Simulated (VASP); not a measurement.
A run of VASP 6.6.1 is set up as follows.

INCAR

```
  PREC = Accurate
  ENCUT = 520
  EDIFF = 1E-7
  ISMEAR = 0
  SIGMA = 0.15
  LREAL = F
  LASPH = T
  NELM = 60
  ALGO = Fast
  ISIF = 2
  LWAVE = F
  LCHARG = T
  GGA = PE
  LELF = T
  LVHAR = T
  NBANDS = 14
```

The input KPOINTS:

```
regular mesh
0
Gamma
  16 16 5
```

The input POSCAR:

```
Al
1.0
   -1.6174623135      1.6174623135     -1.6174623135
   -1.6174623135     -1.6174623135      1.6174623135
   -0.8087311568      6.3081030228      6.6315954855
Al
4
Direct
   -0.1750000000     -0.2625000000      0.8750000000
    0.4750000000      0.4625000000      0.1250000000
   -0.0750000000     -0.1125000000      0.3750000000
    0.3750000000      0.3125000000      0.6250000000
```

Potentials or basis: VASP PAW PBE potentials, release 64 (Al).

Command:

```bash
$ cat potpaw_PBE.64/Al/POTCAR > POTCAR
$ mpirun -np 1 vasp_std > vasp.out
```

Question: Estimate the band gap on the k mesh.

Answer: Zero (bands 6 and 7 overlap by 6.36 eV).

Question: Estimate the pressure.

Answer: 2.0 GPa.

Question: What does it give for the largest force?

Answer: 1.273 eV/Å.

Forces on the atoms (eV/Å):
```
Al  -0.562 -0.656 -0.935
Al   0.562  0.656  0.935
Al  -0.027 -0.035 -0.028
Al   0.027  0.035  0.028
```

Caveat: the cell differs from its parent crystal (the part above a cut slid along it); forces of over 1 eV/Å act on the atoms, so gaps and moduli don't describe the material at rest.
